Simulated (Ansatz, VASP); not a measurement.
# BaAlH6: VASP beside Ansatz

The input INCAR:

```
SYSTEM = BaAlH6
PREC     = Accurate       ! precision mode
ENCUT    = 600            ! plane-wave cutoff, eV
EDIFF    = 1E-6           ! SCF threshold, eV
ISMEAR   = 0              ! smearing method
SIGMA    = 0.1            ! smearing width, eV
LREAL    = .False.        ! projectors in reciprocal space
LASPH    = .True.         ! aspherical terms in the spheres
NELM     = 80             ! most SCF steps
ALGO     = Normal         ! electronic algorithm
ISIF     = 3              ! what is computed and relaxed
LWAVE    = .False.        ! write WAVECAR
LCHARG   = .False.        ! write CHGCAR
GGA      = PE             ! functional
IBRION   = 2              ! ionic algorithm
NSW      = 100            ! ionic steps
EDIFFG   = -0.015         ! ionic threshold
```

KPOINTS

```
Automatic mesh
0
Gamma
  4 4 4
  0 0 0
```

The input POSCAR:

```
BaAlH6
1.0
    0.1070155319      3.9243659375      3.9516076411
    3.9093788384      0.1435647775      3.9150583956
    3.9247124267      3.9031502802      0.1282311892
Ba Al H
1 1 6
Direct
    0.4907705068      0.5196535323      0.5069360076
    0.2629336863      0.2426381890      0.2434358999
    0.0358904912      0.4837196467      0.4663215066
    0.4689030851      0.0302569043      0.0215466767
    0.4668004376      0.4703748581      0.0223418945
    0.0270210837      0.0246288303      0.4681306608
    0.0229499424      0.4413947005      0.0455689346
    0.4747307669      0.0373333387      0.4757184193
```

Input for Ansatz:

```yaml
crystal:
  lattice:
    - [0.1070155319, 3.9243659375, 3.9516076411]
    - [3.9093788384, 0.1435647775, 3.9150583956]
    - [3.9247124267, 3.9031502802, 0.1282311892]
  atoms:
    - { symbol: Ba, position: [0.4907705068, 0.5196535323, 0.5069360076] }
    - { symbol: Al, position: [0.2629336863, 0.242638189, 0.2434358999] }
    - { symbol: H, position: [0.0358904912, 0.4837196467, 0.4663215066] }
    - { symbol: H, position: [0.4689030851, 0.0302569043, 0.0215466767] }
    - { symbol: H, position: [0.4668004376, 0.4703748581, 0.0223418945] }
    - { symbol: H, position: [0.0270210837, 0.0246288303, 0.4681306608] }
    - { symbol: H, position: [0.0229499424, 0.4413947005, 0.0455689346] }
    - { symbol: H, position: [0.4747307669, 0.0373333387, 0.4757184193] }
basis:
  ecutwfc: 420
kpoints:
  mp_grid: { grid: [4, 4, 4] }
hamiltonian:
  xc: pbe
scf:
  occupations: { method: gaussian, width: 0.1 }
output:
  forces: true
  stress: true
  eigenvalues: true
relax:
  adjacent_minimum: "off"
  f_tol: 0.015
  max_steps: 120
  cell: { stress_tol: 0.15 }
```

Change from the starting cell: cell x1, atoms moved at random (sigma 0.05 Å) and cell strained at random (1.5 %), then relaxed without symmetry.

Alike in both runs: task relaxation of cell and atoms; functional PBE; k mesh 4 × 4 × 4; occupations gaussian, width 0.1 eV; no spin polarisation.

|  | VASP | Ansatz |
| --- | --- | --- |
| version | VASP 6.6.1 | Ansatz 0.2.0 |
| potentials or method | VASP PAW PBE potentials, release 64 (Ba_sv, Al, H), cutoff 600 eV | scalar-relativistic, plane waves, PAW |
| valence electrons in the cell | 19 | 19 |

```tsv
	VASP	Ansatz	Ansatz less VASP
gap on the k mesh at the Fermi level, each at its own relaxed structure (eV)	none	none	-
relaxed volume (Å³/atom)	14.81	14.68	-0.124
relaxed cell length with the largest relative difference (Å)	5.516	5.557	+0.0411
```

A gap of «none» marks a metal or a gap that the smearing closes.

Neither program's run includes spin-orbit coupling.
